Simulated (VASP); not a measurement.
## Si3C: single point with PBE

Si3C:

```
C Si
1.0
     0.00000   -2.38921   -2.38921
    -2.38921    0.00000   -2.38921
     2.63764    2.63764   -5.02685
C Si
1 3
Direct
  0.50076 0.50076 0.49771
  0.00466 0.00466 0.98603
  0.60809 0.60809 0.17574
  0.13649 0.13649 0.59053
```

```yaml
Program: VASP 6.6.1
Task: single point
Functional: PBE
Potentials_or_basis: VASP PAW PBE potentials, release 64 (C, Si)
Cutoff: 600 eV
k_mesh: 6 × 6 × 6
Occupations: gaussian, width 0.1 eV
Spin: no spin polarisation
```

```
Pressure               : -0.2 GPa
Largest force          : 0.034 eV/Å
Band gap on the k mesh : zero (bands 8 and 9 overlap by 1.62 eV)
```

Forces in eV/Å, atoms in the order of the input:
```
C   -0.010 -0.010  0.010
Si  -0.020 -0.020  0.020
Si   0.011  0.011 -0.011
Si   0.018  0.018 -0.018
```

Levels at points of the mesh, in eV from the Fermi level:
```tsv
k point	band 6	band 7	band 8	band 9	band 10	band 11
(0.00, 0.00, 0.00)	-1.83	0.08	0.90	0.90	2.39	3.41
(0.50, 0.00, 0.00)	-4.81	-4.50	-1.60	0.72	1.83	2.51
(0.50, 0.50, 0.00)	-4.59	-2.58	-1.18	-0.72	0.60	1.70
(0.00, 0.00, 0.50)	-3.12	0.64	0.64	1.16	2.62	3.84
```

It took 60 s on 1 thread of Intel Xeon 8259CL, on a shared host, peak memory 0.19 GiB.

Caveat: the k points lie up to 0.36 Å⁻¹ apart, too coarse for converged energies and pressures of a metal.
